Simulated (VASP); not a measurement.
# Si16Ge (a cell with a defect) in VASP: further runs, part 2 of 2

VASP 6.6.1. The steps go on from the part before.

### Step 3. Single point, PBE+D3(BJ)

Input file INCAR:

```
SYSTEM = Si16Ge
ALGO = Normal ; EDIFF = 1E-6
ENCUT = 520 ; GGA = PE
ISIF = 2 ; ISMEAR = -1
IVDW = 12 ; LASPH = .TRUE.
LCHARG = .TRUE. ; LELF = .TRUE.
LREAL = Auto ; LVHAR = .TRUE.
LWAVE = .FALSE. ; NBANDS = 53
NELM = 60 ; PREC = Accurate
SIGMA = 0.02
```

Input file KPOINTS:

```
k-points
0
G
  2 2 2
  0 0 0
```

Input file POSCAR:

```
Si16Ge
1.0
    0.0000000000      5.4300000000      5.4300000000
    5.4300000000      0.0000000000      5.4300000000
    5.4300000000      5.4300000000      0.0000000000
Si Ge
16 1
Direct
    0.4021823204     -0.1161786372     -0.2653130755
    0.4093278085     -0.2625506446      0.1639134438
   -0.1138581952     -0.0403406998      0.6533977901
    0.0030662983      0.1859392265      0.7718692449
    0.2184530387      0.3979742173     -0.1976243094
    0.1839963168      0.6469981584      0.0886740331
    0.0280110497      0.5059116022      0.5050276243
    0.3870073665      0.6522744015      0.5168416206
    0.7648987109     -0.1837016575      0.0589686924
    0.4491160221      0.2087661142      0.1293001842
    0.1929005525      0.0081307551      0.4681860037
    0.5237016575      0.1290239411      0.7353038674
    0.6267679558      0.4946316759     -0.2049631676
    0.8056077348      0.5108379374     -0.0098618785
    0.4697053407      0.3368508287      0.3420626151
    0.8209116022      0.4169705341      0.3784622468
    1.0026058932     -0.0180570902      0.1995303867
```

Potentials or basis: VASP PAW PBE potentials, release 64 (Si, Ge_d).

Launch:

```console
cat potpaw_PBE.64/Si/POTCAR potpaw_PBE.64/Ge_d/POTCAR > POTCAR
mpirun -np 1 vasp_std > vasp.out
```

OUTCAR:

```text
SYSTEM = Si16Ge
   EDIFF = 1E-6
   ENCUT = 520
   GGA = PE
   ISIF = 2
   ISMEAR = -1
   IVDW = 12
   LASPH = .TRUE.
   LREAL = Auto
   NELM = 60
   PREC = Accurate
 IVDW          = 12

 ion  position               nearest neighbor table
   1  0.402  0.884  0.735-  12 2.49  13 2.53   6 2.66  11 2.74   4 2.74   2 2.92   8 3.06
   2  0.409  0.737  0.164-   8 2.38   6 2.53  15 2.56  14 2.65  17 2.67   9 2.73   1 2.92
   3  0.886  0.960  0.653-  11 2.17  12 2.30   9 2.54   4 2.93  16 2.99
   4  0.003  0.186  0.772-   7 2.31  13 2.66  11 2.69   1 2.74  17 2.84   3 2.93   5 2.98  14 3.03

   5  0.218  0.398  0.802-  12 2.25   8 2.39  14 2.61   7 2.88   4 2.98  10 3.13
   6  0.184  0.647  0.089-   2 2.53  17 2.59   7 2.61   1 2.66  10 2.88   9 2.89  15 2.95  13 3.00

   7  0.028  0.506  0.505-   4 2.31   6 2.61  16 2.69  13 2.77  15 2.78   5 2.88
   8  0.387  0.652  0.517-  11 2.30   2 2.38   5 2.39  16 2.80  13 2.92  15 2.99   1 3.06
   9  0.765  0.816  0.059-  14 2.49   3 2.54   2 2.73  16 2.80  10 2.87   6 2.89  12 3.09
  10  0.449  0.209  0.129-  15 2.38  11 2.63  13 2.67   9 2.87   6 2.88  12 3.10   5 3.13
  11  0.193  0.008  0.468-   3 2.17   8 2.30  10 2.63   4 2.69   1 2.74  16 3.05
  12  0.524  0.129  0.735-   5 2.25   3 2.30   1 2.49  15 2.76   9 3.09  10 3.10
  13  0.627  0.495  0.795-   1 2.53  14 2.56   4 2.66  10 2.67   7 2.77   8 2.92   6 3.00  16 3.01

  14  0.806  0.511  0.990-   9 2.49  13 2.56   5 2.61   2 2.65  16 2.75  15 2.93   4 3.03
  15  0.470  0.337  0.342-  10 2.38   2 2.56  12 2.76   7 2.78  14 2.93   6 2.95   8 2.99
  16  0.821  0.417  0.378-   7 2.69  14 2.75   9 2.80   8 2.80   3 2.99  13 3.01  11 3.05
  17  0.003  0.982  0.200-   6 2.59   2 2.67   4 2.84

  LATTYP: Found a face centered cubic cell.
 ALAT       =    10.8600000000

  Lattice vectors:

 A1 = (   0.0000000000,   5.4300000000,   5.4300000000)
 A2 = (   5.4300000000,   0.0000000000,   5.4300000000)
 A3 = (   5.4300000000,   5.4300000000,   0.0000000000)

Analysis of symmetry for initial positions (statically):
=====================================================================
 Subroutine PRICEL returns:
 Original cell was already a primitive cell.

 Routine SETGRP: Setting up the symmetry group for a
 face centered cubic supercell.

 Subroutine GETGRP returns: Found  1 space group operations
 (whereof  1 operations were pure point group operations)
 out of a pool of 48 trial point group operations.

The static configuration has the point symmetry C_1 .

Analysis of symmetry for dynamics (positions and initial velocities):
=====================================================================
 Subroutine PRICEL returns:
 Original cell was already a primitive cell.

 Routine SETGRP: Setting up the symmetry group for a
 face centered cubic supercell.

 Subroutine GETGRP returns: Found  1 space group operations
 (whereof  1 operations were pure point group operations)
 out of a pool of 48 trial point group operations.

The dynamic configuration has the point symmetry C_1 .

 Subroutine INISYM returns: Found  1 space group operations
 (whereof  1 operations are pure point group operations),
 and found     1 'primitive' translations

----------------------------------------------------------------------------------------

                                     Primitive cell

  volume of cell :     320.2060

  direct lattice vectors                    reciprocal lattice vectors
     0.000000000  5.430000000  5.430000000    -0.092081031  0.092081031  0.092081031
     5.430000000  0.000000000  5.430000000     0.092081031 -0.092081031  0.092081031
[... 81 lines left out ...]
   number of dos      NEDOS =    301   number of ions     NIONS =     17
   total plane-waves  NPLWV = 216000
   dimension x,y,z NGX =    60 NGY =   60 NGZ =   60
   dimension x,y,z NGXF=   120 NGYF=  120 NGZF=  120
   ions per type =              16   1
   NGX,Y,Z   is equivalent  to a cutoff of  12.99, 12.99, 12.99 a.u.
   NGXF,Y,Z  is equivalent  to a cutoff of  25.98, 25.98, 25.98 a.u.
 SYSTEM =  Si16Ge
   PREC   = accura    normal or accurate (medium, high low for compatibility)
   ISTART =      0    job   : 0-new  1-cont  2-samecut
   ICHARG =      2    charge: 1-file 2-atom 10-const
   ISPIN  =      1    spin polarized calculation?
   LNONCOLLINEAR =      F non collinear calculations
   LSORBIT =      F    spin-orbit coupling
   LASPH  =      T    aspherical Exc in radial PAW
   ENCUT  =  520.0 eV  38.22 Ry    6.18 a.u.  14.28 14.28 14.28*2*pi/ulx,y,z
   NELM   =     60;   NELMIN=  2; NELMDL= -5     # of ELM steps
   EDIFF  = 0.1E-05   stopping-criterion for ELM
   LREAL  =      T    real-space projection
   EDIFFG = 0.1E-04   stopping-criterion for IOM
   NSW    =      0    number of steps for IOM
   IBRION =     -1    ionic relax: 0-MD 1-quasi-New 2-CG
   NFREE  =      0    steps in history (QN), initial steepest desc. (CG)
   ISIF   =      2    stress and relaxation
   ISYM   =      2    0-nonsym 1-usesym 2-fastsym
   POTIM  = 0.5000    time-step for ionic-motion
   TEBEG  =    0.0;   TEEND  =   0.0 temperature during run
   PSTRESS=    0.0 pullay stress
   NELECT =      78.0000    total number of electrons
   NUPDOWN=      -1.0000    fix difference up-down
   EMIN   =  10.00;   EMAX   =-10.00  energy-range for DOS
   EFERMI =   0.00;   METHOD = LEGACY
   ISMEAR =    -1;   SIGMA  =   0.02  broadening in eV -4-tet -1-fermi 0-gaus
   EFERMI_NEDOS =   21; number of points for ismear=-14 and -15
   IALGO  =     38    algorithm
   IMIX   =      4    mixing-type and parameters
     AMIX     =   0.40;   BMIX     =  1.00
     AMIX_MAG =   1.60;   BMIX_MAG =  1.00
  volume/ion in A,a.u.               =      18.84       127.11
  Fermi-wavevector in a.u.,A,eV,Ry     =   1.022421  1.932096 14.222785  1.045345
  Thomas-Fermi vector in A             =   2.156100
   LORBIT       =      0    0 simple, 1 ext, 2 COOP (PROOUT), +10 PAW based schemes
   GGA     = PE    functional components
   LHFCALC =     F    Hartree Fock is set to
   AEXX    =    0.0000 exact exchange contribution
   IVDW    =    12    specifies the selected vdW correction
   LEPSILON=     F    determine dielectric tensor
   LRPA    =     F    only Hartree local field effects (RPA)
 non-spin polarized calculation
  energy-cutoff  :      520.00
  volume of cell :      320.21
 maximum number of plane-waves:      8646
 NGX is ok and might be reduce to    60
   NGX = 29   NGY = 29   NGZ = 29

 number of electron      77.9999998 magnetization

 Free energy of the ion-electron system (eV)
  ---------------------------------------------------
  ext. energy  EPLUGINS =         0.00000000
  ---------------------------------------------------
  free energy    TOTEN  =       -80.96298909 eV

  energy without entropy =      -80.95172081  energy(sigma->0) =      -80.95735495

 E-fermi :   6.5465     XC(G=0): -10.0300

 val. band max:        6.5337696477   @ k =   0.0000   0.5000   0.0000
 cond. band min:       6.6304638196   @ k =   0.5000   0.5000   0.0000
 fundamental gap:      0.0966941718
 Fermi energy:         6.5465262101

 k-point     1 :       0.0000    0.0000    0.0000
  band No.  band energies     occupation
      1     -18.0659      2.00000
      2     -18.0615      2.00000
      3     -18.0576      2.00000
      4     -18.0416      2.00000
      5     -18.0397      2.00000
      6      -5.9364      2.00000
[... 421 lines left out ...]
     50       9.5195      0.00000
     51       9.9260      0.00000
 [bands above 51 left out]

------------------------ aborting loop because EDIFF is reached ----------------------------------------

 Edisp (eV)   -5.89595

 E8    (eV) :    -2.4342

  FORCE on cell =-STRESS in cart. coord.  units (eV):
  Direction    XX          YY          ZZ          XY          YZ          ZX
  --------------------------------------------------------------------------------------
  -------------------------------------------------------------------------------------
  Total      -7.99760   -11.63416   -11.03179    -1.62994    -1.08395     0.40959
  in kB     -40.01665   -58.21248   -55.19847    -8.15555    -5.42362     2.04941
  external pressure =      -51.14 kB  Pullay stress =        0.00 kB

 VOLUME and BASIS-vectors are now :
 -----------------------------------------------------------------------------
  energy-cutoff  :      520.00
  volume of cell :      320.21
      direct lattice vectors                 reciprocal lattice vectors
     0.000000000  5.430000000  5.430000000    -0.092081031  0.092081031  0.092081031
     5.430000000  0.000000000  5.430000000     0.092081031 -0.092081031  0.092081031
     5.430000000  5.430000000  0.000000000     0.092081031  0.092081031 -0.092081031

 POSITION                                       TOTAL-FORCE (eV/Angst)
 -----------------------------------------------------------------------------------
      8.78850      6.17320      6.98300         0.270701     -0.183667     -0.349776
      4.89440      3.11270      6.22700        -0.406673     -0.312171      0.419278
      8.75890      8.35970     10.02270         0.728163      0.026564     -1.896659
      5.20090      4.20790      1.02630        -0.571457      1.075609     -1.010683
      6.51790      5.54310      3.34720         1.356358     -0.952870     -0.327495
      3.99470      1.48060      4.51230        -0.263683     -0.111013     -0.286657
[... 9 lines left out ...]
      4.31920      6.51260      6.72170         0.499390     -0.446782     -0.126875
      6.41540      1.09760      5.34610         0.296021     -0.129132      0.181215
 -----------------------------------------------------------------------------------
    total drift:                               -0.000762     -0.000234      0.000757

  FREE ENERGIE OF THE ION-ELECTRON SYSTEM (eV)
  ---------------------------------------------------
  free  energy   TOTEN  =       -86.8589371595 eV

  energy  without entropy=      -86.8476688777  energy(sigma->0) =      -86.85330302
```

It took 2.6 min on 1 thread of Intel Xeon 6975P-C (Granite Rapids), shared host; peak memory 0.48 GiB.

Results:

* Free energy: -86.8589 eV
* Pressure: -5.1 GPa
* Largest force: 2.733 eV/Å
* Band gap on the k mesh: zero (band 39 reaches 6.75 eV, above the bottom of band 40 at 6.41 eV)
* Dispersion energy per atom: -0.347 eV

Forces on the atoms (eV/Å):
```
Si   0.271 -0.184 -0.350
Si  -0.407 -0.312  0.419
Si   0.728  0.027 -1.897
Si  -0.571  1.076 -1.011
Si   1.356 -0.953 -0.327
Si  -0.264 -0.111 -0.287
Si  -0.183 -0.317  0.880
Si  -0.517  1.153 -0.088
Si  -0.206  0.041 -0.121
Si  -0.307 -0.259 -0.004
Si   0.168  0.645  2.650
Si  -1.378 -0.479 -0.657
Si  -0.130  0.168  0.485
Si  -0.022  0.035 -0.262
Si   0.665  0.047  0.515
Si   0.499 -0.447 -0.127
Ge   0.296 -0.129  0.181
```

Caveat: the k points lie up to 0.50 Å⁻¹ apart.

### Step 4. Single point, PBE+D3(BJ)

Input file INCAR:

```
  PREC = Accurate
  ENCUT = 520
  EDIFF = 1E-7
  ISMEAR = -1
  SIGMA = 0.02
  LREAL = Auto
  LASPH = True
  NELM = 60
  ALGO = Normal
  ISIF = 2
  LWAVE = False
  LCHARG = False
  GGA = PE
  IVDW = 12
  NBANDS = 53
```

Input file KPOINTS:

```
Automatic mesh
0
Gamma
  2 2 2
```

Input file POSCAR:

```
Si16Ge
1.0
    0.0000000000      5.4300000000      5.4300000000
    5.4300000000      0.0000000000      5.4300000000
    5.4300000000      5.4300000000      0.0000000000
Si Ge
16 1
Direct
    0.3864640884     -0.1542725599     -0.1864825046
    0.4342725599     -0.3252670350      0.2546224678
   -0.1947237569     -0.0680755064      0.7866390424
   -0.0016022099      0.1705156538      0.8157274401
    0.1283977901      0.3855248619     -0.1669981584
    0.2210865562      0.6348618785      0.1617127072
    0.0565193370      0.3298526703      0.3725966851
    0.3684254144      0.6700460405      0.5723296501
    0.7359392265     -0.0383701657      0.0944475138
    0.4022191529      0.3063259669      0.0880386740
    0.1945303867     -0.0140515654      0.5642357274
    0.4790147330      0.1666022099      0.7631215470
    0.7055524862      0.3684622468     -0.2913904236
    0.6763443831      0.5601381215     -0.0828637201
    0.5400828729      0.2303959484      0.3558839779
    0.8434990792      0.4192633517      0.1693922652
    1.0341436464     -0.0010313076      0.1959668508
```

Launch:

```console
cat potpaw_PBE.64/Si/POTCAR potpaw_PBE.64/Ge_d/POTCAR > POTCAR
mpirun -np 1 vasp_std > vasp.out
```

It took 3.5 min on 1 thread of Intel Xeon 6975P-C (Granite Rapids), shared host; peak memory 0.47 GiB.

It converged, with:

```
Free energy                : -85.6619 eV
Pressure                   : 1.5 GPa
Largest force              : 3.754 eV/Å
Band gap on the k mesh     : zero (band 39 reaches 6.71 eV, above the bottom of band 40 at 6.62 eV)
Dispersion energy per atom : -0.336 eV
```

Forces in eV/Å, atoms in the order of the input:
```
Si   0.546 -0.574  0.830
Si  -0.942  0.298  1.064
Si  -1.903  0.092  0.312
Si  -0.182  1.145  0.606
Si   0.698 -0.462  0.631
Si  -0.179 -0.228 -1.304
Si   0.788 -1.050  0.540
Si  -1.916  2.641 -1.857
Si   1.250  0.825 -0.624
Si  -1.315 -0.039  0.280
Si   2.241 -0.966  0.599
Si  -0.706 -0.440 -0.243
Si   0.632 -1.751 -0.598
Si  -0.532 -0.426  0.109
Si   0.619  0.769  0.143
Si   0.458  0.393 -0.459
Ge   0.443 -0.227 -0.029
```

Stress tensor (GPa, compression positive):
```
 4.10  0.18  1.17
 0.18  4.62 -1.87
 1.17 -1.87 -4.14
```

Levels at points of the mesh, in eV from the Fermi level:
| k point | band 37 | band 38 | band 39 | band 40 | band 41 | band 42 |
| --- | --- | --- | --- | --- | --- | --- |
| (0.00, 0.00, 0.00) | -0.49 | -0.45 | -0.26 | 0.05 | 0.18 | 0.27 |
| (0.50, 0.00, 0.00) | -0.85 | -0.44 | -0.03 | 0.04 | 0.58 | 0.89 |
| (0.00, 0.50, 0.00) | -0.74 | -0.49 | -0.24 | 0.07 | 0.36 | 0.84 |
| (0.00, 0.00, 0.50) | -0.76 | -0.43 | -0.23 | 0.08 | 0.49 | 0.74 |
| (0.50, 0.50, 0.50) | -0.74 | -0.46 | 0.06 | 0.21 | 0.34 | 0.56 |
| (0.50, 0.50, 0.00) | -0.79 | -0.45 | -0.35 | -0.03 | 0.06 | 0.40 |
| (0.00, 0.50, 0.50) | -0.71 | -0.41 | -0.14 | 0.21 | 0.30 | 0.83 |
| (0.50, 0.00, 0.50) | -0.73 | -0.55 | -0.45 | 0.11 | 0.31 | 0.93 |

Caveat: the k points lie up to 0.50 Å⁻¹ apart.
